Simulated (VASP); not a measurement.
Ge: single point with PBEsol

Crystal: Ge.

```xyz
1
Lattice="1.3622 -2.4204 0.0000 1.3622 2.4204 0.0000 0.0000 0.0000 2.6068" Properties=species:S:1:pos:R:3 pbc="T T T"
Ge    1.3622    0.0000    0.0000
```

```
Program                : VASP 6.6.1
Task                   : single point
Functional             : PBEsol
Potentials or basis    : VASP PAW PBE potentials, release 64 (Ge_d)
Cutoff                 : 500 eV
k mesh                 : 11 × 11 × 10
Occupations            : methfessel-paxton, width 0.1 eV
Spin                   : no spin polarisation
Dipole correction      : no
Further INCAR settings : ALGO = Normal; EDIFF = 1e-06; NBANDS = 13
```

* Pressure: 5.8 GPa
* Band gap on the k mesh: zero (bands 7 and 8 overlap by 9.97 eV)

Levels at points of the mesh, in eV from the Fermi level:
| k point | band 4 | band 5 | band 6 | band 7 | band 8 | band 9 | band 10 | band 11 |
| --- | --- | --- | --- | --- | --- | --- | --- | --- |
| (0.00, 0.00, 0.00) | -24.50 | -24.49 | -14.03 | 6.97 | 8.98 | 9.54 | 10.50 | 14.45 |
| (0.00, 0.00, 0.50) | -24.58 | -24.55 | -9.77 | -6.60 | 12.28 | 12.86 | 17.69 | 18.15 |

It took 16 s on 1 thread of AMD EPYC 9R45 96-Core Processor (Zen 5), with other jobs on the host, peak memory 0.12 GiB.

Caveat: the cell stands under pressure; the PAW data sets were made with another functional, which shifts forces and pressure a little.
